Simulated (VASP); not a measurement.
ZnSe (NiAs type): relaxation of shape and atoms at fixed volume with PBE

The system is ZnSe (NiAs type).

```xyz
4
Lattice="3.1295 0.0000 0.0000 -1.5648 2.7103 0.0000 0.0000 0.0000 5.0634" Properties=species:S:1:pos:R:3 pbc="T T T"
Zn    0.0000    0.0000    0.0000
Zn    0.0000    0.0000    2.5317
Se    0.0000    1.8068    1.2659
Se    1.5648    0.9034    3.7976
```

| Quantity | Value |
| --- | --- |
| Program | VASP 6.6.1 |
| Task | relaxation of shape and atoms at fixed volume |
| Functional | PBE |
| Potentials or basis | VASP PAW PBE potentials, release 64 (Zn, Se) |
| Cutoff | 600 eV |
| k mesh | 10 × 10 × 6 |
| Occupations | fermi-dirac, width 0.08 eV |
| Spin | no spin polarisation |
| Dipole correction | no |
| Further INCAR settings | ALGO = Normal; EDIFF = 1e-07; IBRION = 2; EDIFFG = -0.005; NSW = 50; ISIF = 4 |

```yaml
Energy_gained_by_relaxing: 35.3 meV/atom
Ionic_steps: 3
Pressure_after_relaxing: 164.7 GPa
Band_gap_on_the_k_mesh: zero (band 18 reaches 11.56 eV, above the bottom of band 19 at 9.44 eV)
```

Stress tensor (GPa, compression positive):
```
164.73   0.00   0.00
  0.00 164.73   0.00
  0.00   0.00 164.63
```

Step by step:
| step | energy change (eV) | largest force (eV/Å) | pressure (GPa) | volume (Å³) |
| --- | --- | --- | --- | --- |
| 1 | 0.0000 | 0.0000 | 168.08 | 42.95 |
| 2 | -0.1068 | 0.0000 | 166.35 | 42.95 |
| 3 | -0.1411 | 0.0000 | 164.70 | 42.95 |

Final structure:
```yaml
crystal:
  lattice:
    - [3.03004, 0.00000, 0.00000]
    - [-1.51502, 2.62409, 0.00000]
    - [0.00000, 0.00000, 5.40141]
  atoms:
    - { symbol: Zn, position: [0.00000, 0.00000, 0.00000] }
    - { symbol: Zn, position: [0.00000, 0.00000, 0.50000] }
    - { symbol: Se, position: [0.33333, 0.66667, 0.25000] }
    - { symbol: Se, position: [0.66667, 0.33333, 0.75000] }
```

Levels at points of the mesh, in eV from the Fermi level:
| k point | band 14 | band 15 | band 16 | band 17 | band 18 | band 19 | band 20 | band 21 | band 22 |
| --- | --- | --- | --- | --- | --- | --- | --- | --- | --- |
| (0.00, 0.00, 0.00) | -2.81 | -1.09 | -1.09 | 0.33 | 0.33 | 4.05 | 4.92 | 6.11 | 6.11 |
| (0.50, 0.00, 0.00) | -8.50 | -6.55 | -5.16 | -4.59 | -0.24 | 2.23 | 3.05 | 3.14 | 4.11 |
| (0.00, 0.00, 0.50) | -7.11 | -0.26 | -0.26 | -0.26 | -0.26 | 5.28 | 5.28 | 6.34 | 6.34 |
| (0.50, 0.00, 0.50) | -8.57 | -3.20 | -3.20 | -3.20 | -3.20 | 0.42 | 0.42 | 3.22 | 3.22 |

It took 2.1 min on 1 thread of Intel Xeon 6975P-C, with other jobs on the host, peak memory 0.22 GiB.
